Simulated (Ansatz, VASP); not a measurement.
# One calculation of TiSi, two programs

INCAR

```
SYSTEM = TiSi
ALGO = Normal
EDIFF = 1E-6
ENCUT = 520
GGA = PS
ISIF = 2
ISMEAR = 0
LASPH = .TRUE.
LCHARG = .TRUE.
LELF = .TRUE.
LREAL = .FALSE.
LVHAR = .TRUE.
LWAVE = .FALSE.
NBANDS = 15
NELM = 80
PREC = Accurate
SIGMA = 0.15
```

File KPOINTS:

```
k-points
0
G
  20 20 14
  0 0 0
```

The input POSCAR:

```
TiSi
1.0
    1.8673646571     -2.1773065276      0.0000000000
    1.8673646571      2.1773065276      0.0000000000
    0.0000000000      0.0000000000      3.5982515793
Ti Si
1 1
Direct
    0.5000000000      0.5000000000      0.0000000000
    0.0000000000      0.0000000000      0.5000000000
```

Input for Ansatz:

```yaml
crystal:
  lattice:
    - [1.8673646571, -2.1773065276, 0.0]
    - [1.8673646571, 2.1773065276, 0.0]
    - [0.0, 0.0, 3.5982515793]
  atoms:
    - { symbol: Ti, position: [0.5, 0.5, 0.0] }
    - { symbol: Si, position: [0.0, 0.0, 0.5] }
basis:
  ecutwfc: 420
kpoints:
  mp_grid: { grid: [20, 20, 14] }
hamiltonian:
  xc: pbesol
scf:
  occupations: { method: gaussian, width: 0.15 }
output:
  forces: true
  stress: true
  eigenvalues: true
  write_density: true
  write_potential: true
  elf: true
  volumetric_format: npy
```

Alike in both runs: task single point; functional PBEsol; k mesh 20 × 20 × 14; occupations gaussian, width 0.15 eV; no spin polarisation.

```csv
,VASP,Ansatz
version,VASP 6.6.1,Ansatz 0.2.0
potentials or method,"VASP PAW PBE potentials, release 64 (Ti_sv, Si), cutoff 520 eV","scalar-relativistic, plane waves, PAW"
valence electrons in the cell,16,16
```

|  | VASP | Ansatz | Ansatz less VASP |
| --- | --- | --- | --- |
| gap on the k mesh at the Fermi level (eV) | none | none | - |
| pressure (GPa) | -2.5 | -2.5 | 0.00 |
| traceless stress, the component that is largest in VASP (GPa) | 5.87 | 5.82 | -0.046 |

VASP's potentials were made for PBE, not for PBEsol. A gap of «none» marks a metal or a gap that the smearing closes.
